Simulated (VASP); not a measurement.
# In3Se (Cmmm) in VASP: a series of runs

In3Se is run at these levels: PBE+D3(BJ); tasks: single point.

All numbers are computed with VASP 6.6.1; they aren't measurements. Logs are shortened: lines on timing, memory, paths and dates and some standing lists are left out, and cuts for length are marked.

**1. The cell of the first run**

It takes space group Cmmm (No. 65, orthorhombic). The conventional cell has a = 5.900 Å, b = 6.399 Å, c = 4.701 Å, α = 90.00°, β = 90.00°, γ = 90.00°. In (site symmetry 2/m) has 8 In at 2.95 to 3.20 Å and 4 Se at 3.20 Å within 3.9 Å. In (site symmetry mmm) has 4 Se at 2.95 to 3.20 Å and 8 In at 3.20 Å within 3.9 Å. Within 3.9 Å of Se (site symmetry mmm) lie 12 In at 2.95 to 3.20 Å.

**2. Single point, PBE+D3(BJ)**

The input, INCAR:

```
PREC     = Accurate       # precision mode
ENCUT    = 520            # plane-wave cutoff, eV
EDIFF    = 1E-6           # SCF threshold, eV
ISMEAR   = 0              # smearing method
SIGMA    = 0.15           # smearing width, eV
LREAL    = F              # projectors in reciprocal space
LASPH    = T              # aspherical terms in the spheres
NELM     = 100            # most SCF steps
ALGO     = Normal         # electronic algorithm
ISIF     = 2              # what is computed and relaxed
LWAVE    = F              # write WAVECAR
LCHARG   = F              # write CHGCAR
GGA      = PE             # functional
IVDW     = 12             # dispersion correction
NBANDS   = 30             # bands
```

The input, KPOINTS:

```
regular mesh
0
Gamma
  8 8 8
```

The input, POSCAR:

```
In3Se
1.0
    4.3482495103     -0.1762803856      0.0000000000
   -0.1762803856      4.3482495103      0.0000000000
    0.0000000000      0.0000000000      4.7008102814
In Se
3 1
Direct
    0.0000000000      0.5000000000      0.5000000000
    0.5000000000      0.0000000000      0.5000000000
    0.5000000000      0.5000000000      0.0000000000
    0.0000000000      0.0000000000      0.0000000000
```

Potentials or basis: VASP PAW PBE potentials, release 64 (In_d, Se).

On the command line:

```bash
> cat potpaw_PBE.64/In_d/POTCAR potpaw_PBE.64/Se/POTCAR > POTCAR
> mpirun -np 1 vasp_std > vasp.out
```

OUTCAR:

```text
PREC = Accurate
   ENCUT = 520
   EDIFF = 1E-6
   ISMEAR = 0
   LREAL = F
   LASPH = T
   NELM = 100
   ISIF = 2
   GGA = PE
   IVDW = 12
 IVDW          = 12

 ion  position               nearest neighbor table
   1  0.000  0.500  0.500-   2 2.95   2 2.95   2 3.20   2 3.20   4 3.20   3 3.20   4 3.20   4 3.20
                             4 3.20   3 3.20   3 3.20   3 3.20
   2  0.500  0.000  0.500-   1 2.95   1 2.95   1 3.20   1 3.20   4 3.20   3 3.20   3 3.20   3 3.20
                             4 3.20   4 3.20   4 3.20   3 3.20
   3  0.500  0.500  0.000-   4 2.95   4 2.95   4 3.20   4 3.20   2 3.20   2 3.20   2 3.20   2 3.20
                             1 3.20   1 3.20   1 3.20   1 3.20
   4  0.000  0.000  0.000-   3 2.95   3 2.95   3 3.20   3 3.20   2 3.20   1 3.20   2 3.20   1 3.20
                             2 3.20   1 3.20   2 3.20   1 3.20

  LATTYP: Found a base centered orthorhombic cell.
 ALAT       =     5.9000553180
 B/A-ratio  =     1.0845070423
 C/A-ratio  =     0.7967400351

  Lattice vectors:

 A1 = (   4.3482495103,  -0.1762803856,   0.0000000000)
 A2 = (  -0.1762803856,   4.3482495103,   0.0000000000)
 A3 = (   0.0000000000,   0.0000000000,   4.7008102814)

Analysis of symmetry for initial positions (statically):
=====================================================================
 Subroutine PRICEL returns:
 Original cell was already a primitive cell.

 Routine SETGRP: Setting up the symmetry group for a
 base centered orthorhombic supercell.

 Subroutine GETGRP returns: Found  8 space group operations
 (whereof  8 operations were pure point group operations)
 out of a pool of  8 trial point group operations.

The static configuration has the point symmetry D_2h.

Analysis of symmetry for dynamics (positions and initial velocities):
=====================================================================
 Subroutine PRICEL returns:
 Original cell was already a primitive cell.

 Routine SETGRP: Setting up the symmetry group for a
 base centered orthorhombic supercell.

 Subroutine GETGRP returns: Found  8 space group operations
 (whereof  8 operations were pure point group operations)
 out of a pool of  8 trial point group operations.

The dynamic configuration has the point symmetry D_2h.

 Subroutine INISYM returns: Found  8 space group operations
 (whereof  8 operations are pure point group operations),
 and found     1 'primitive' translations

----------------------------------------------------------------------------------------

                                     Primitive cell

  volume of cell :      88.7334

  direct lattice vectors                    reciprocal lattice vectors
     4.348249510 -0.176280386  0.000000000     0.230356202  0.009338765  0.000000000
    -0.176280386  4.348249510  0.000000000     0.009338765  0.230356202  0.000000000
     0.000000000  0.000000000  4.700810281     0.000000000  0.000000000  0.212729283

  length of vectors
     4.351821294  4.351821294  4.700810281     0.230545423  0.230545423  0.212729283

  position of ions in fractional coordinates (direct lattice)
     0.000000000  0.500000000  0.500000000
     0.500000000  0.000000000  0.500000000
     0.500000000  0.500000000  0.000000000
     0.000000000  0.000000000  0.000000000

  ion indices of the primitive-cell ions
   primitive index   ion index
                 1           1
                 2           2
                 3           3
                 4           4

----------------------------------------------------------------------------------------

 KPOINTS: regular mesh

Automatic generation of k-mesh.
 Grid dimensions read from file:
 generate k-points for:    8    8    8

 Generating k-lattice:

  Cartesian coordinates                     Fractional coordinates (reciprocal lattice)
     0.028794525  0.001167346  0.000000000     0.125000000  0.000000000  0.000000000
     0.001167346  0.028794525  0.000000000     0.000000000  0.125000000  0.000000000
     0.000000000  0.000000000  0.026591160     0.000000000  0.000000000  0.125000000

  Length of vectors
     0.028818178  0.028818178  0.026591160

  Shift w.r.t. Gamma in fractional coordinates (k-lattice)
     0.000000000  0.000000000  0.000000000

 Subroutine IBZKPT returns following result:
 ===========================================

 Found    105 irreducible k-points:

 Following reciprocal coordinates:
            Coordinates               Weight
  0.000000  0.000000  0.000000      1.000000
  0.125000  0.000000  0.000000      4.000000
  0.250000  0.000000  0.000000      4.000000
  0.375000  0.000000  0.000000      4.000000
  0.500000  0.000000  0.000000      2.000000
  0.125000  0.125000  0.000000      2.000000
[... 16 lines left out ...]
  0.125000  0.000000  0.125000      8.000000
  0.250000  0.000000  0.125000      8.000000
 [... further k-points ...]
   k-points           NKPTS =    105   k-points in BZ     NKDIM =    105   number of bands    NBANDS=     30
   number of dos      NEDOS =    301   number of ions     NIONS =      4
   total plane-waves  NPLWV =  36864
   dimension x,y,z NGX =    32 NGY =   32 NGZ =   36
   dimension x,y,z NGXF=    64 NGYF=   64 NGZF=   72
   ions per type =               3   1
   NGX,Y,Z   is equivalent  to a cutoff of  12.22, 12.22, 12.73 a.u.
   NGXF,Y,Z  is equivalent  to a cutoff of  24.45, 24.45, 25.46 a.u.
 SYSTEM =  unknown system
   PREC   = accura    normal or accurate (medium, high low for compatibility)
   ISTART =      0    job   : 0-new  1-cont  2-samecut
   ICHARG =      2    charge: 1-file 2-atom 10-const
   ISPIN  =      1    spin polarized calculation?
   LNONCOLLINEAR =      F non collinear calculations
   LSORBIT =      F    spin-orbit coupling
   LASPH  =      T    aspherical Exc in radial PAW
   ENCUT  =  520.0 eV  38.22 Ry    6.18 a.u.   8.09  8.09  8.74*2*pi/ulx,y,z
   NELM   =    100;   NELMIN=  2; NELMDL= -5     # of ELM steps
   EDIFF  = 0.1E-05   stopping-criterion for ELM
   LREAL  =      F    real-space projection
   EDIFFG = 0.1E-04   stopping-criterion for IOM
   NSW    =      0    number of steps for IOM
   IBRION =     -1    ionic relax: 0-MD 1-quasi-New 2-CG
   NFREE  =      0    steps in history (QN), initial steepest desc. (CG)
   ISIF   =      2    stress and relaxation
   ISYM   =      2    0-nonsym 1-usesym 2-fastsym
   POTIM  = 0.5000    time-step for ionic-motion
   TEBEG  =    0.0;   TEEND  =   0.0 temperature during run
   PSTRESS=    0.0 pullay stress
   NELECT =      45.0000    total number of electrons
   NUPDOWN=      -1.0000    fix difference up-down
   EMIN   =  10.00;   EMAX   =-10.00  energy-range for DOS
   EFERMI =   0.00;   METHOD = LEGACY
   ISMEAR =     0;   SIGMA  =   0.15  broadening in eV -4-tet -1-fermi 0-gaus
   EFERMI_NEDOS =   21; number of points for ismear=-14 and -15
   IALGO  =     38    algorithm
   IMIX   =      4    mixing-type and parameters
     AMIX     =   0.40;   BMIX     =  1.00
     AMIX_MAG =   1.60;   BMIX_MAG =  1.00
  volume/ion in A,a.u.               =      22.18       149.70
  Fermi-wavevector in a.u.,A,eV,Ry     =   1.305519  2.467073 23.189501  1.704380
  Thomas-Fermi vector in A             =   2.436383
   LORBIT       =      0    0 simple, 1 ext, 2 COOP (PROOUT), +10 PAW based schemes
   GGA     = PE    functional components
   LHFCALC =     F    Hartree Fock is set to
   AEXX    =    0.0000 exact exchange contribution
   IVDW    =    12    specifies the selected vdW correction
   LEPSILON=     F    determine dielectric tensor
   LRPA    =     F    only Hartree local field effects (RPA)
 non-spin polarized calculation
 Gauss-broadening in eV      SIGMA  =   0.15
  energy-cutoff  :      520.00
  volume of cell :       88.73
 maximum number of plane-waves:      2411
   NGX = 17   NGY = 17   NGZ = 17

 number of electron      44.9999976 magnetization

 Free energy of the ion-electron system (eV)
  ---------------------------------------------------
  ext. energy  EPLUGINS =         0.00000000
  ---------------------------------------------------
  free energy    TOTEN  =       -10.96549758 eV

  energy without entropy =      -10.95139093  energy(sigma->0) =      -10.95844425

 E-fermi :   8.5148     XC(G=0): -10.8016

 val. band max:        8.5003466276   @ k =   0.1250   0.1250   0.2500
 cond. band min:       8.5563074671   @ k =  -0.2500   0.1250   0.1250
 fundamental gap:      0.0559608395
 Fermi energy:         8.5147837499

 k-point     1 :       0.0000    0.0000    0.0000
  band No.  band energies     occupation
      1      -6.7569      2.00000
      2      -6.6929      2.00000
      3      -6.6055      2.00000
      4      -6.5320      2.00000
      5      -6.4611      2.00000
      6      -6.3548      2.00000
[... 22 lines left out ...]
     29      14.4353      0.00000
     30      15.4828      0.00000

 k-point     2 :       0.1250    0.0000    0.0000
  band No.  band energies     occupation
      1      -6.7235      2.00000
      2      -6.6622      2.00000
      3      -6.5901      2.00000
      4      -6.5197      2.00000
      5      -6.4448      2.00000
      6      -6.3490      2.00000
[... 22 lines left out ...]
     29      14.8408      0.00000
     30      15.6097      0.00000

 k-point     3 :       0.2500    0.0000    0.0000
  band No.  band energies     occupation
      1      -6.6290      2.00000
      2      -6.5762      2.00000
      3      -6.5550      2.00000
      4      -6.4771      2.00000
      5      -6.4040      2.00000
      6      -6.3308      2.00000
[... 22 lines left out ...]
     29      15.5639      0.00000
     30      15.7404      0.00000

 k-point     4 :       0.3750    0.0000    0.0000
  band No.  band energies     occupation
      1      -6.5253      2.00000
      2      -6.4927      2.00000
      3      -6.4517      2.00000
      4      -6.3967      2.00000
      5      -6.3636      2.00000
      6      -6.2959      2.00000
[... 616 lines left out ...]
     29      14.7397      0.00000
     30      15.7931      0.00000

 k-point    23 :       0.1250    0.0000    0.1250
  band No.  band energies     occupation
      1      -6.7125      2.00000
      2      -6.6493      2.00000
      3      -6.5698      2.00000
      4      -6.5006      2.00000
      5      -6.4409      2.00000
      6      -6.3333      2.00000
[... 22 lines left out ...]
     29      15.0591      0.00000
     30      16.0449      0.00000

 k-point    24 :       0.2500    0.0000    0.1250
  band No.  band energies     occupation
      1      -6.6214      2.00000
      2      -6.5694      2.00000
      3      -6.5337      2.00000
      4      -6.4621      2.00000
      5      -6.3997      2.00000
      6      -6.3174      2.00000
[... 22 lines left out ...]
     29      14.9980      0.00000
     30      16.0360      0.00000

 [... further k-points ...]

------------------------ aborting loop because EDIFF is reached ----------------------------------------

 Edisp (eV)   -1.59739

 E8    (eV) :    -0.7634

  FORCE on cell =-STRESS in cart. coord.  units (eV):
  Direction    XX          YY          ZZ          XY          YZ          ZX
  --------------------------------------------------------------------------------------
  -------------------------------------------------------------------------------------
  Total       5.56491     5.56491     4.75276     1.63053     0.00000     0.00000
  in kB     100.48051   100.48051    85.81612    29.44089     0.00000     0.00000
  external pressure =       95.59 kB  Pullay stress =        0.00 kB

 VOLUME and BASIS-vectors are now :
 -----------------------------------------------------------------------------
  energy-cutoff  :      520.00
  volume of cell :       88.73
      direct lattice vectors                 reciprocal lattice vectors
     4.348249510 -0.176280386  0.000000000     0.230356202  0.009338765  0.000000000
    -0.176280386  4.348249510  0.000000000     0.009338765  0.230356202  0.000000000
     0.000000000  0.000000000  4.700810281     0.000000000  0.000000000  0.212729283

 POSITION                                       TOTAL-FORCE (eV/Angst)
 -----------------------------------------------------------------------------------
     -0.08814      2.17412      2.35041         0.000000      0.000000      0.000000
      2.17412     -0.08814      2.35041        -0.000000      0.000000      0.000000
      2.08598      2.08598      0.00000        -0.000000     -0.000000      0.000000
      0.00000      0.00000      0.00000         0.000000      0.000000      0.000000
 -----------------------------------------------------------------------------------
    total drift:                                0.000000     -0.000000     -0.000000

  FREE ENERGIE OF THE ION-ELECTRON SYSTEM (eV)
  ---------------------------------------------------
  free  energy   TOTEN  =       -12.5628915905 eV

  energy  without entropy=      -12.5487849427  energy(sigma->0) =      -12.55583827
```

It took 3.1 min on 1 thread of AMD EPYC 7R43 (Zen 3), shared host; peak memory 0.32 GiB.

Results:

```yaml
Free_energy: -12.5629 eV
Pressure: 9.6 GPa
Band_gap_on_the_k_mesh: zero (an odd number of electrons rules out a gap without spin polarisation)
Dispersion_energy_per_atom: -0.399 eV
```

Caveat: the cell stands under pressure; spin-orbit coupling is left out, which moves the levels of the heavy elements.

**3. Single point, PBE+D3(BJ)**

This run uses another cell than the first one, of 33.76 Å³/atom.

The input, INCAR:

```
PREC = Accurate
ENCUT = 520
EDIFF = 1E-6
ISMEAR = 0
SIGMA = 0.15
LREAL = F
LASPH = T
NELM = 100
ALGO = Normal
ISIF = 2
LWAVE = F
LCHARG = T
GGA = PE
IVDW = 12
LELF = T
LVHAR = T
NBANDS = 30
```

The input, KPOINTS:

```
Automatic mesh
0
Gamma
  8 8 8
```

Changes to POSCAR since step 2:

```diff
@@ -2,4 +2,4 @@
 1.0
-    4.3482495103     -0.1762803856      0.0000000000
-   -0.1762803856      4.3482495103      0.0000000000
+    5.4059318236     -0.7051215422      0.0000000000
+   -0.7051215422      5.4059318236      0.0000000000
     0.0000000000      0.0000000000      4.7008102814
```

Potentials or basis: VASP PAW PBE potentials, release 64 (In_d, Se).

On the command line:

```bash
> cat potpaw_PBE.64/In_d/POTCAR potpaw_PBE.64/Se/POTCAR > POTCAR
> mpirun -np 1 vasp_std > vasp.out
```

OUTCAR:

```text
PREC = Accurate
   ENCUT = 520
   EDIFF = 1E-6
   ISMEAR = 0
   LREAL = F
   LASPH = T
   NELM = 100
   ISIF = 2
   GGA = PE
   IVDW = 12
 IVDW          = 12

 ion  position               nearest neighbor table
   1  0.000  0.500  0.500-   2 3.32   2 3.32   3 3.60   3 3.60   3 3.60   3 3.60
   2  0.500  0.000  0.500-   1 3.32   1 3.32   3 3.60   3 3.60   3 3.60   3 3.60
   3  0.500  0.500  0.000-   4 3.32   4 3.32   1 3.60   1 3.60   2 3.60   2 3.60   2 3.60   1 3.60
                             1 3.60   2 3.60
[... 999 lines left out ...]
  FORCE on cell =-STRESS in cart. coord.  units (eV):
  Direction    XX          YY          ZZ          XY          YZ          ZX
  --------------------------------------------------------------------------------------
  -------------------------------------------------------------------------------------
  Total      -4.31444    -4.31444    -4.25149     0.08543     0.00000     0.00000
  in kB     -51.18864   -51.18864   -50.44180     1.01363     0.00000     0.00000
  external pressure =      -50.94 kB  Pullay stress =        0.00 kB

 VOLUME and BASIS-vectors are now :
 -----------------------------------------------------------------------------
  energy-cutoff  :      520.00
  volume of cell :      135.04
      direct lattice vectors                 reciprocal lattice vectors
     5.405931824 -0.705121542  0.000000000     0.188183596  0.024545686  0.000000000
    -0.705121542  5.405931824  0.000000000     0.024545686  0.188183596  0.000000000
     0.000000000  0.000000000  4.700810281     0.000000000  0.000000000  0.212729283

 POSITION                                       TOTAL-FORCE (eV/Angst)
 -----------------------------------------------------------------------------------
     -0.35256      2.70297      2.35041        -0.000000      0.000000      0.000000
      2.70297     -0.35256      2.35041         0.000000     -0.000000      0.000000
      2.35041      2.35041      0.00000         0.000000      0.000000      0.000000
      0.00000      0.00000      0.00000        -0.000000      0.000000      0.000000
 -----------------------------------------------------------------------------------
    total drift:                                0.000000     -0.000000     -0.000000

  FREE ENERGIE OF THE ION-ELECTRON SYSTEM (eV)
  ---------------------------------------------------
  free  energy   TOTEN  =       -12.3156619930 eV

  energy  without entropy=      -12.2989716494  energy(sigma->0) =      -12.30731682
```

stdout:

```text
POSCAR found type information on POSCAR InSe
 POSCAR found :  2 types and       4 ions
 scaLAPACK will be used
 LDA part: xc-table for (Slater+PW92), standard interpolation
 POSCAR, INCAR and KPOINTS ok, starting setup
 FFT: planning ... GRIDC
 FFT: planning ... GRID_SOFT
 FFT: planning ... GRID
 WAVECAR not read
 entering main loop
```

It took 3.6 min on 1 thread of Intel Xeon 6975P-C (Granite Rapids), shared host; peak memory 0.49 GiB.

What came out:

```
Free energy                : -12.3157 eV
Pressure                   : -5.1 GPa
Band gap on the k mesh     : zero (an odd number of electrons rules out a gap without spin polarisation)
Dispersion energy per atom : -0.263 eV
```

Stress tensor (GPa, compression positive):
```
-5.12  0.10  0.00
 0.10 -5.12  0.00
 0.00  0.00 -5.04
```

Caveat: the cell stands under tension; spin-orbit coupling is left out, which moves the levels of the heavy elements.

**4. Single point, PBE+D3(BJ)**

This run uses another cell than the first one, of 34.02 Å³/atom.

The input, INCAR:

```
SYSTEM = In3Se
PREC = Accurate
ENCUT = 520
EDIFF = 1E-7
ISMEAR = 0
SIGMA = 0.15
LREAL = .FALSE.
LASPH = .TRUE.
NELM = 100
ALGO = Normal
ISIF = 2
LWAVE = .FALSE.
LCHARG = .TRUE.
GGA = PE
IVDW = 12
LELF = .TRUE.
LVHAR = .TRUE.
NBANDS = 30
```

The input, KPOINTS:

```
Automatic mesh
0
G
  8 8 8
  0 0 0
```

Changes to POSCAR since step 3:

```diff
@@ -2,4 +2,4 @@
 1.0
-    5.4059318236     -0.7051215422      0.0000000000
-   -0.7051215422      5.4059318236      0.0000000000
+    5.4059318236     -0.5288411567      0.0000000000
+   -0.5288411567      5.4059318236      0.0000000000
     0.0000000000      0.0000000000      4.7008102814
```

On the command line:

```bash
> cat potpaw_PBE.64/In_d/POTCAR potpaw_PBE.64/Se/POTCAR > POTCAR
> mpirun -np 1 vasp_std > vasp.out
```

Run time: 3.6 min. Hardware: 1 thread of Intel Xeon 6975P-C (Granite Rapids), shared host; peak memory 0.48 GiB.

It converged, with:

| Item | Value |
| --- | --- |
| Free energy | -12.2770 eV |
| Pressure | -4.8 GPa |
| Band gap on the k mesh | zero (an odd number of electrons rules out a gap without spin polarisation) |
| Dispersion energy per atom | -0.262 eV |

Stress tensor (GPa, compression positive):
```
-5.02 -0.18  0.00
-0.18 -5.02  0.00
 0.00  0.00 -4.49
```

Levels at points of the mesh, in eV from the Fermi level:
```tsv
k point	band 19	band 20	band 21	band 22	band 23	band 24	band 25	band 26	band 27	band 28
(0.00, 0.00, 0.00)	-2.79	-2.45	-2.25	-1.86	-0.30	1.46	2.03	3.27	4.15	4.25
(0.50, 0.00, 0.00)	-2.98	-1.42	-1.31	-0.54	-0.13	0.93	2.10	3.04	3.31	3.51
(0.50, 0.50, 0.00)	-4.74	-1.18	-0.45	-0.40	-0.05	1.91	1.98	2.38	3.03	3.15
(0.00, 0.00, 0.50)	-2.37	-2.14	-1.48	-0.91	-0.24	0.94	1.36	1.93	2.51	2.58
(0.50, 0.00, 0.50)	-4.88	-1.70	-1.16	-0.74	-0.74	0.24	1.80	2.01	2.38	3.67
(0.50, 0.50, 0.50)	-3.33	-3.14	-3.12	-2.99	-2.28	1.50	2.75	2.96	5.02	6.46
```

Caveat: the cell stands under tension; spin-orbit coupling is left out, which moves the levels of the heavy elements.

[end of part 1 of 2]

The gap in the log of VASP goes by the Fermi energy; the results here count the filled bands.